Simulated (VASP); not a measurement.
Wanted: the native input for a VASP 6.6.1 run.

| Item | Value |
| --- | --- |
| Task | single point |
| Functional | BLYP |
| Potentials or basis | VASP PAW PBE potentials, release 64 (In_d, Ag) |
| Cutoff | 520 eV |
| k mesh | 3 × 4 × 3, shifted |
| Occupations | fermi-dirac, width 0.0644 eV |
| Spin | no spin polarisation |
| Dipole correction | no |
| k mesh for the DOS | 5 × 6 × 5 |
| Occupations for the DOS | tetrahedron |
| Further INCAR settings | ALGO = Normal; EDIFF = 1e-07; NBANDS = 58 |

System: InAg.

```
In Ag
1.0
     7.24892   -2.10364   -1.18349
     0.15924    4.92201    0.08293
    -0.91223   -0.27875    5.82060
In Ag
4 4
Direct
  0.87045 0.92221 0.27486
  0.33219 0.76900 0.65533
  0.33282 0.25443 0.37001
  0.74677 0.38169 0.45772
  0.00984 0.47081 0.10360
  0.58414 0.34232 0.90527
  0.14098 0.19895 0.74716
  0.74892 0.89461 0.74440
```

The input as run:

POSCAR

```
InAg
1.0
    7.2489160000     -2.1036390000     -1.1834870000
    0.1592410000      4.9220060000      0.0829350000
   -0.9122310000     -0.2787540000      5.8206030000
In Ag
4 4
Direct
    0.8704490000      0.9222120000      0.2748610000
    0.3321870000      0.7690000000      0.6553320000
    0.3328210000      0.2544310000      0.3700090000
    0.7467670000      0.3816920000      0.4577190000
    0.0098430000      0.4708060000      0.1035980000
    0.5841380000      0.3423230000      0.9052730000
    0.1409850000      0.1989450000      0.7471650000
    0.7489160000      0.8946100000      0.7444020000
```

INCAR.step1

```
SYSTEM = InAg
PREC     = Accurate       ! precision mode
ENCUT    = 520            ! plane-wave cutoff, eV
EDIFF    = 1E-7           ! SCF threshold, eV
ISMEAR   = -1             ! smearing method
SIGMA    = 0.0644         ! smearing width, eV
LREAL    = .FALSE.        ! projectors in reciprocal space
LASPH    = .TRUE.         ! aspherical terms in the spheres
NELM     = 100            ! most SCF steps
ALGO     = Normal         ! electronic algorithm
ISIF     = 2              ! what is computed and relaxed
LWAVE    = .FALSE.        ! write WAVECAR
LCHARG   = .TRUE.         ! write CHGCAR
LMAXMIX  = 4              ! l up to which the mixer works
GGA      = B5             ! functional
ALDAX    = 1.0          
AGGAX    = 1.0          
AGGAC    = 1.0          
ALDAC    = 0.0          
NBANDS   = 58             ! bands
```

KPOINTS.step1

```
Automatic mesh
0
Gamma
  3 4 3
  0.5 0.5 0.5
```

INCAR.step2

```
SYSTEM = InAg
PREC     = Accurate       ! precision mode
ENCUT    = 520            ! plane-wave cutoff, eV
EDIFF    = 1E-7           ! SCF threshold, eV
ISMEAR   = -5             ! smearing method
SIGMA    = 0.0644         ! smearing width, eV
LREAL    = .FALSE.        ! projectors in reciprocal space
LASPH    = .TRUE.         ! aspherical terms in the spheres
NELM     = 100            ! most SCF steps
ALGO     = Normal         ! electronic algorithm
ISIF     = 2              ! what is computed and relaxed
LWAVE    = .FALSE.        ! write WAVECAR
LCHARG   = .FALSE.        ! write CHGCAR
LMAXMIX  = 4              ! l up to which the mixer works
GGA      = B5             ! functional
ALDAX    = 1.0          
AGGAX    = 1.0          
AGGAC    = 1.0          
ALDAC    = 0.0          
LORBIT   = 11             ! projections on sites
NBANDS   = 58             ! bands
NEDOS    = 2001           ! points of the DOS
ICHARG   = 11             ! starting density
```

KPOINTS.step2

```
Automatic mesh
0
G
  5 6 5
  0 0 0
```

Potentials or basis: VASP PAW PBE potentials, release 64 (In_d, Ag).

Launch:

```console
$ cat potpaw_PBE.64/In_d/POTCAR potpaw_PBE.64/Ag/POTCAR > POTCAR
$ cp INCAR.step1 INCAR
$ cp KPOINTS.step1 KPOINTS
$ mpirun -np 1 vasp_std > vasp.out
$ cp INCAR.step2 INCAR
$ cp KPOINTS.step2 KPOINTS
$ mpirun -np 1 vasp_std > vasp.out
```

Results of the run:

* Valence electrons inside the program's atomic spheres: In 11.40, 11.36, 11.41 (each value once); Ag 9.79, 9.82, 9.81 (each value once)

Caveat: the k points lie up to 0.37 Å⁻¹ apart.

Wall time 7.8 min on 1 thread of Intel(R) Xeon(R) 6975P-C (Granite Rapids) (shared host), peak memory 0.77 GiB.
